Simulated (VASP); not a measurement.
# PbSe (Fmm2) in VASP: notebook

PbSe is run at these levels: PBEsol; tasks: single point.

Everything below comes from runs of VASP 6.6.1. Logs are shortened: lines on timing, memory, paths and dates and some standing lists are left out, and cuts for length are marked.

## (1) The cell of the first run

Symmetry: Fmm2, No. 42, orthorhombic system. The conventional cell has a = 5.997 Å, b = 23.534 Å, c = 6.445 Å, α = 90.00°, β = 90.00°, γ = 90.00°. Pb (site symmetry m) has 5 Se at 2.77 to 3.29 Å within 3.7 Å. Within 3.7 Å of Se (site symmetry m) lie 5 Pb at 2.77 to 3.29 Å.

## (2) Single point, PBEsol (strained)

The input, INCAR:

```
SYSTEM = PbSe
ALGO = Normal
EDIFF = 1E-6
ENCUT = 520
GGA = PS
ISIF = 2
ISMEAR = 0
LASPH = .True.
LCHARG = .False.
LREAL = .False.
LWAVE = .False.
NBANDS = 28
NELM = 100
PREC = Accurate
SIGMA = 0.02
```

The input, KPOINTS:

```
k-points
0
Gamma
  6 6 6
  0 0 0
```

The input, POSCAR:

```
PbSe
1.0
    0.0000000000     11.7669034275      3.2224557197
    2.9982892756      0.0000000000      3.2224557197
    2.9982892756     11.7669034275      0.0000000000
Pb Se
2 2
Direct
    0.1886283224      0.8054397617      0.1945602383
    0.8054397617      0.1886283224      0.8113716776
    0.6766932653      0.2952396506      0.7047603494
    0.2952396506      0.6766932653      0.3233067347
```

Potentials or basis: VASP PAW PBE potentials, release 64 (Pb_d, Se).

Run with:

```bash
$ cat potpaw_PBE.64/Pb_d/POTCAR potpaw_PBE.64/Se/POTCAR > POTCAR
$ mpirun -np 1 vasp_std > vasp.out
```

OUTCAR:

```text
SYSTEM = PbSe
   EDIFF = 1E-6
   ENCUT = 520
   GGA = PS
   ISIF = 2
   ISMEAR = 0
   LASPH = .True.
   LREAL = .False.
   NELM = 100
   PREC = Accurate

 ion  position               nearest neighbor table
   1  0.189  0.805  0.195-   4 2.77   3 3.00   3 3.00   3 3.15   3 3.29   2 4.07   2 4.07
   2  0.805  0.189  0.811-   3 2.77   4 3.00   4 3.00   4 3.15   4 3.29   1 4.07   1 4.07
   3  0.677  0.295  0.705-   2 2.77   1 3.00   1 3.00   1 3.15   1 3.29
   4  0.295  0.677  0.323-   1 2.77   2 3.00   2 3.00   2 3.15   2 3.29

  LATTYP: Found a face centered orthorhombic cell.
 ALAT       =     5.9965785512
 B/A-ratio  =     1.0747647820
 C/A-ratio  =     3.9245390774

  Lattice vectors:

 A1 = (  -0.0000000000,  11.7669034275,   3.2224557197)
 A2 = (  -2.9982892756,  11.7669034275,   0.0000000000)
 A3 = (  -2.9982892756,   0.0000000000,   3.2224557197)

Analysis of symmetry for initial positions (statically):
=====================================================================
 Subroutine PRICEL returns:
 Original cell was already a primitive cell.

 Routine SETGRP: Setting up the symmetry group for a
 face centered orthorhombic supercell.

 Subroutine GETGRP returns: Found  4 space group operations
 (whereof  4 operations were pure point group operations)
 out of a pool of  8 trial point group operations.

The static configuration has the point symmetry C_2v.

Analysis of symmetry for dynamics (positions and initial velocities):
=====================================================================
 Subroutine PRICEL returns:
 Original cell was already a primitive cell.

 Routine SETGRP: Setting up the symmetry group for a
 face centered orthorhombic supercell.

 Subroutine GETGRP returns: Found  4 space group operations
 (whereof  4 operations were pure point group operations)
 out of a pool of  8 trial point group operations.

The dynamic configuration has the point symmetry C_2v.

 Subroutine INISYM returns: Found  4 space group operations
 (whereof  4 operations are pure point group operations),
 and found     1 'primitive' translations

----------------------------------------------------------------------------------------

                                     Primitive cell

  volume of cell :     227.3802

  direct lattice vectors                    reciprocal lattice vectors
     0.000000000 11.766903428  3.222455720    -0.166761761  0.042492063  0.155161170
     2.998289276  0.000000000  3.222455720     0.166761761 -0.042492063  0.155161170
     2.998289276 11.766903428  0.000000000     0.166761761  0.042492063 -0.155161170

  length of vectors
    12.200173652  4.401586015 12.142889065     0.231711133  0.231711133  0.231711133

  position of ions in fractional coordinates (direct lattice)
     0.188628322  0.805439762  0.194560238
     0.805439762  0.188628322  0.811371678
     0.676693265  0.295239651  0.704760349
     0.295239651  0.676693265  0.323306735

  ion indices of the primitive-cell ions
   primitive index   ion index
                 1           1
                 2           2
                 3           3
                 4           4

----------------------------------------------------------------------------------------

 KPOINTS: k-points

Automatic generation of k-mesh.
 Grid dimensions read from file:
 generate k-points for:    6    6    6

 Generating k-lattice:

  Cartesian coordinates                     Fractional coordinates (reciprocal lattice)
    -0.027793627  0.007082010  0.025860195     0.166666667  0.000000000  0.000000000
     0.027793627 -0.007082010  0.025860195     0.000000000  0.166666667 -0.000000000
     0.027793627  0.007082010 -0.025860195     0.000000000 -0.000000000  0.166666667

  Length of vectors
     0.038618522  0.038618522  0.038618522

  Shift w.r.t. Gamma in fractional coordinates (k-lattice)
     0.000000000  0.000000000  0.000000000

 Subroutine IBZKPT returns following result:
 ===========================================

 Found     46 irreducible k-points:

 Following reciprocal coordinates:
            Coordinates               Weight
  0.000000  0.000000  0.000000      1.000000
  0.166667 -0.000000  0.000000      8.000000
  0.333333 -0.000000  0.000000      8.000000
  0.500000 -0.000000 -0.000000      4.000000
  0.166667  0.166667  0.000000      2.000000
  0.333333  0.166667 -0.000000      8.000000
[... 16 lines left out ...]
 -0.166667  0.166667  0.166667      8.000000
  0.500000  0.333333  0.166667      4.000000
 [... further k-points ...]
   k-points           NKPTS =     46   k-points in BZ     NKDIM =     46   number of bands    NBANDS=     28
   number of dos      NEDOS =    301   number of ions     NIONS =      4
   total plane-waves  NPLWV = 311040
   dimension x,y,z NGX =    96 NGY =   36 NGZ =   90
   dimension x,y,z NGXF=   192 NGYF=   72 NGZF=  180
   ions per type =               2   2
   NGX,Y,Z   is equivalent  to a cutoff of  13.08, 13.60, 12.32 a.u.
   NGXF,Y,Z  is equivalent  to a cutoff of  26.16, 27.19, 24.64 a.u.
 SYSTEM =  PbSe
   PREC   = accura    normal or accurate (medium, high low for compatibility)
   ISTART =      0    job   : 0-new  1-cont  2-samecut
   ICHARG =      2    charge: 1-file 2-atom 10-const
   ISPIN  =      1    spin polarized calculation?
   LNONCOLLINEAR =      F non collinear calculations
   LSORBIT =      F    spin-orbit coupling
   LASPH  =      T    aspherical Exc in radial PAW
   ENCUT  =  520.0 eV  38.22 Ry    6.18 a.u.  22.68  8.18 22.58*2*pi/ulx,y,z
   NELM   =    100;   NELMIN=  2; NELMDL= -5     # of ELM steps
   EDIFF  = 0.1E-05   stopping-criterion for ELM
   LREAL  =      F    real-space projection
   EDIFFG = 0.1E-04   stopping-criterion for IOM
   NSW    =      0    number of steps for IOM
   IBRION =     -1    ionic relax: 0-MD 1-quasi-New 2-CG
   NFREE  =      0    steps in history (QN), initial steepest desc. (CG)
   ISIF   =      2    stress and relaxation
   ISYM   =      2    0-nonsym 1-usesym 2-fastsym
   POTIM  = 0.5000    time-step for ionic-motion
   TEBEG  =    0.0;   TEEND  =   0.0 temperature during run
   PSTRESS=    0.0 pullay stress
   NELECT =      40.0000    total number of electrons
   NUPDOWN=      -1.0000    fix difference up-down
   EMIN   =  10.00;   EMAX   =-10.00  energy-range for DOS
   EFERMI =   0.00;   METHOD = LEGACY
   ISMEAR =     0;   SIGMA  =   0.02  broadening in eV -4-tet -1-fermi 0-gaus
   EFERMI_NEDOS =   21; number of points for ismear=-14 and -15
   IALGO  =     38    algorithm
   IMIX   =      4    mixing-type and parameters
     AMIX     =   0.40;   BMIX     =  1.00
     AMIX_MAG =   1.60;   BMIX_MAG =  1.00
  volume/ion in A,a.u.               =      56.85       383.61
  Fermi-wavevector in a.u.,A,eV,Ry     =   0.917298  1.733442 11.448435  0.841436
  Thomas-Fermi vector in A             =   2.042251
   LORBIT       =      0    0 simple, 1 ext, 2 COOP (PROOUT), +10 PAW based schemes
   GGA     = PS    functional components
   LHFCALC =     F    Hartree Fock is set to
   AEXX    =    0.0000 exact exchange contribution
   IVDW    =     0    specifies the selected vdW correction
   LEPSILON=     F    determine dielectric tensor
   LRPA    =     F    only Hartree local field effects (RPA)
 non-spin polarized calculation
 Gauss-broadening in eV      SIGMA  =   0.02
  energy-cutoff  :      520.00
  volume of cell :      227.38
 maximum number of plane-waves:      6144
 NGX is ok and might be reduce to    96
   NGX = 45   NGY = 17   NGZ = 45

 number of electron      40.0000000 magnetization

 Free energy of the ion-electron system (eV)
  ---------------------------------------------------
  ext. energy  EPLUGINS =         0.00000000
  ---------------------------------------------------
  free energy    TOTEN  =       -17.26758687 eV

  energy without entropy =      -17.26758687  energy(sigma->0) =      -17.26758687

 E-fermi :   0.0453     XC(G=0):  -5.7076

 val. band max:       -0.0600657048   @ k =  -0.1667   0.1667   0.1667
 cond. band min:       1.4063467338   @ k =  -0.3333   0.0000   0.1667
 fundamental gap:      1.4664124386
 Fermi energy:         0.0453049222

 k-point     1 :       0.0000    0.0000    0.0000
  band No.  band energies     occupation
      1     -16.4917      2.00000
      2     -16.3904      2.00000
      3     -16.3810      2.00000
      4     -16.3642      2.00000
      5     -16.3634      2.00000
      6     -16.3523      2.00000
[... 20 lines left out ...]
     27       5.4431      0.00000
     28       6.2131      0.00000

 k-point     2 :       0.1667   -0.0000    0.0000
  band No.  band energies     occupation
      1     -16.4775      2.00000
      2     -16.3934      2.00000
      3     -16.3760      2.00000
      4     -16.3660      2.00000
      5     -16.3603      2.00000
      6     -16.3564      2.00000
[... 20 lines left out ...]
     27       5.0404      0.00000
     28       5.8070      0.00000

 k-point     3 :       0.3333   -0.0000    0.0000
  band No.  band energies     occupation
      1     -16.4447      2.00000
      2     -16.4012      2.00000
      3     -16.3783      2.00000
      4     -16.3695      2.00000
      5     -16.3654      2.00000
      6     -16.3554      2.00000
[... 20 lines left out ...]
     27       4.9733      0.00000
     28       6.5815      0.00000

 k-point     4 :       0.5000   -0.0000   -0.0000
  band No.  band energies     occupation
      1     -16.4147      2.00000
      2     -16.4147      2.00000
      3     -16.3817      2.00000
      4     -16.3817      2.00000
      5     -16.3601      2.00000
      6     -16.3601      2.00000
[... 578 lines left out ...]
     27       5.8422      0.00000
     28       6.2370      0.00000

 k-point    23 :      -0.1667    0.1667    0.1667
  band No.  band energies     occupation
      1     -16.4453      2.00000
      2     -16.3946      2.00000
      3     -16.3862      2.00000
      4     -16.3749      2.00000
      5     -16.3661      2.00000
      6     -16.3512      2.00000
[... 20 lines left out ...]
     27       5.1459      0.00000
     28       6.1977      0.00000

 k-point    24 :       0.5000    0.3333    0.1667
  band No.  band energies     occupation
      1     -16.4670      2.00000
      2     -16.4533      2.00000
      3     -16.3750      2.00000
      4     -16.3725      2.00000
      5     -16.3549      2.00000
      6     -16.3445      2.00000
[... 20 lines left out ...]
     27       5.5137      0.00000
     28       6.3129      0.00000

 [... further k-points ...]
[... 5 lines left out ...]
  --------------------------------------------------------------------------------------
  -------------------------------------------------------------------------------------
  Total        1.7569198      0.1552860     -3.5145348      0.0000000      0.0000000      0.0000000
  in kB       12.3796923      1.0941838    -24.7642829      0.0000000      0.0000000      0.0000000
  external PRESSURE =      -3.7634690 kB  Pullay stress =       0.0000000 kB

 VOLUME and BASIS-vectors are now :
 -----------------------------------------------------------------------------
  energy-cutoff  :      520.00
  volume of cell :      227.38
      direct lattice vectors                 reciprocal lattice vectors
     0.000000000 11.766903428  3.222455720    -0.166761761  0.042492063  0.155161170
     2.998289276  0.000000000  3.222455720     0.166761761 -0.042492063  0.155161170
     2.998289276 11.766903428  0.000000000     0.166761761  0.042492063 -0.155161170

 POSITION                                       TOTAL-FORCE (eV/Angst)
 -----------------------------------------------------------------------------------
      2.99829      4.50894      3.20334         0.000000     -0.013652      0.045465
      2.99829     19.02486      3.20334         0.000000      0.013652      0.045465
      2.99829     16.25543      3.13201         0.000000     -0.053491     -0.045465
      2.99829      7.27838      3.13201         0.000000      0.053491     -0.045465
 -----------------------------------------------------------------------------------
    total drift:                                0.000004     -0.000001      0.000196

  FREE ENERGIE OF THE ION-ELECTRON SYSTEM (eV)
  ---------------------------------------------------
  free  energy   TOTEN  =       -17.2675868720 eV

  energy  without entropy=      -17.2675868720  energy(sigma->0) =      -17.26758687
```

It took 13 min on 1 thread of Intel Xeon Platinum 8375C at 2.90GHz (Ice Lake), shared host; peak memory 0.78 GiB.

Results:

* Free energy: -17.2676 eV
* Pressure: -0.4 GPa
* Largest force: 0.070 eV/Å
* Band gap on the k mesh: 1.47 eV, indirect (least direct gap 1.62 eV)

Forces on the atoms (eV/Å):
```
Pb   0.000 -0.014  0.045
Pb   0.000  0.014  0.045
Se   0.000 -0.053 -0.045
Se   0.000  0.053 -0.045
```

Levels at points of the mesh, in eV from the valence-band top:
```csv
k point,band 18,band 19,band 20,band 21,band 22,band 23
"(0.00, 0.00, 0.00)",-1.74,-1.11,-0.45,2.08,3.92,4.07
"(0.50, 0.00, 0.00)",-1.09,-0.15,-0.15,1.47,1.47,2.49
"(0.50, 0.50, 0.00)",-2.70,-1.71,-1.24,3.55,3.97,4.84
"(0.50, 0.00, 0.50)",-1.74,-1.11,-0.45,1.96,4.06,4.36
"(0.00, 0.50, 0.50)",-2.70,-1.71,-1.24,3.52,4.00,4.83
```

Caveat: the cell differs from its parent crystal (strained); the PAW data sets were made with another functional, which shifts forces and pressure a little; spin-orbit coupling is left out, which moves the levels of the heavy elements. A k mesh can miss the band edges.

## (3) Single point, PBEsol (strained and its atoms moved)

The input, INCAR:

```
SYSTEM = PbSe
PREC = Accurate
ENCUT = 520
EDIFF = 1E-6
ISMEAR = 0
SIGMA = 0.02
LREAL = .FALSE.
LASPH = .TRUE.
NELM = 100
ALGO = Normal
ISIF = 2
LWAVE = .FALSE.
LCHARG = .TRUE.
GGA = PS
LELF = .TRUE.
LVHAR = .TRUE.
NBANDS = 28
```

The input, KPOINTS:

```
regular mesh
0
G
  6 6 6
  0 0 0
```

The input, POSCAR:

```
PbSe
1.0
    0.0000000000     11.9615563873      3.3793529081
    3.0736861667      0.0000000000      3.3793529081
    3.0736861667     11.9615563873      0.0000000000
Pb Se
2 2
Direct
    0.1903843034      0.8084908943      0.1915091057
    0.8084908943      0.1903843034      0.8096156966
    0.6759892132      0.2911365891      0.7088634109
    0.2911365891      0.6759892132      0.3240107868
```

Potentials or basis: VASP PAW PBE potentials, release 64 (Pb_d, Se).

Run with:

```bash
$ cat potpaw_PBE.64/Pb_d/POTCAR potpaw_PBE.64/Se/POTCAR > POTCAR
$ mpirun -np 1 vasp_std > vasp.out
```

Wall time 14 min (1 thread of Intel Xeon Platinum 8375C at 2.90GHz (Ice Lake), shared host); peak memory 0.83 GiB.

Results (log left out):

| Property | Result |
| --- | --- |
| Free energy | -17.0461 eV |
| Pressure | -1.8 GPa |
| Largest force | 0.339 eV/Å |
| Band gap on the k mesh | 1.51 eV, indirect (least direct gap 1.70 eV) |

Forces in eV/Å, atoms in the order of the input:
```
Pb   0.000  0.317  0.120
Pb   0.000 -0.317  0.120
Se   0.000  0.138 -0.120
Se   0.000 -0.138 -0.120
```

Stress tensor (GPa, compression positive):
```
-0.92  0.00  0.00
 0.00 -0.84  0.00
 0.00  0.00 -3.63
```

Levels at points of the mesh, in eV from the valence-band top:
| k point | band 18 | band 19 | band 20 | band 21 | band 22 | band 23 |
| --- | --- | --- | --- | --- | --- | --- |
| (0.00, 0.00, 0.00) | -1.44 | -0.72 | -0.26 | 2.19 | 3.55 | 4.06 |
| (0.50, 0.00, 0.00) | -0.91 | -0.19 | -0.19 | 1.51 | 1.51 | 2.54 |
| (0.50, 0.50, 0.00) | -2.13 | -1.53 | -0.96 | 3.53 | 4.05 | 4.23 |
| (0.50, 0.00, 0.50) | -1.44 | -0.72 | -0.26 | 2.09 | 3.56 | 4.40 |
| (0.00, 0.50, 0.50) | -2.13 | -1.53 | -0.96 | 3.51 | 4.07 | 4.22 |

Caveat: the cell differs from its parent crystal (strained and its atoms moved); the PAW data sets were made with another functional, which shifts forces and pressure a little; spin-orbit coupling is left out, which moves the levels of the heavy elements. A k mesh can miss the band edges.
